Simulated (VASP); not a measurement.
Input of a VASP 6.6.1 run:

The input INCAR:

```
PREC     = Accurate       # precision mode
ENCUT    = 520            # plane-wave cutoff, eV
EDIFF    = 1E-7           # SCF threshold, eV
ISMEAR   = 0              # smearing method
SIGMA    = 0.1            # smearing width, eV
LREAL    = F              # projectors in reciprocal space
LASPH    = T              # aspherical terms in the spheres
NELM     = 150            # most SCF steps
ALGO     = Normal         # electronic algorithm
ISIF     = 2              # what is computed and relaxed
LWAVE    = F              # write WAVECAR
LCHARG   = F              # write CHGCAR
ISPIN    = 2              # spin polarisation
MAGMOM   = 1 0 0 0 0 0    # initial moments
LORBIT   = 11             # projections on sites
LMAXMIX  = 4              # l up to which the mixer works
GGA      = PE             # functional
NBANDS   = 30             # bands
```

Contents of KPOINTS:

```
Automatic mesh
0
Gamma
  8 8 8
```

Contents of POSCAR:

```
ZrAl2N3
1.0
   -1.5357888276      1.5357888276      6.4242331623
    1.5357888276     -1.5357888276      6.4242331623
    1.5357888276      1.5357888276     -6.4242331623
Zr Al N
1 2 3
Direct
    0.5000000000      0.5000000000      0.0000000000
    0.8280453558      0.8280453558      0.0000000000
    0.1719546442      0.1719546442      0.0000000000
    0.6761710340      0.6761710340      0.0000000000
    0.3238289660      0.3238289660      0.0000000000
    0.0000000000      0.0000000000      0.0000000000
```

Potentials or basis: VASP PAW PBE potentials, release 64 (Zr_sv, Al, N).

Run with:

```bash
$ cat potpaw_PBE.64/Zr_sv/POTCAR potpaw_PBE.64/Al/POTCAR potpaw_PBE.64/N/POTCAR > POTCAR
$ mpirun -np 1 vasp_std > vasp.out
```

Task: Estimate the pressure.

Result: 0.0 GPa.

Task: What does it give for the net moment?

Result: 0.00 μB per cell.

Task: Predict the largest force.

Result: 0.013 eV/Å.

Forces on the atoms (eV/Å):
```
Zr   0.000  0.000  0.000
Al   0.000  0.000 -0.013
Al   0.000  0.000  0.013
N    0.000  0.000 -0.005
N    0.000  0.000  0.005
N    0.000  0.000  0.000
```
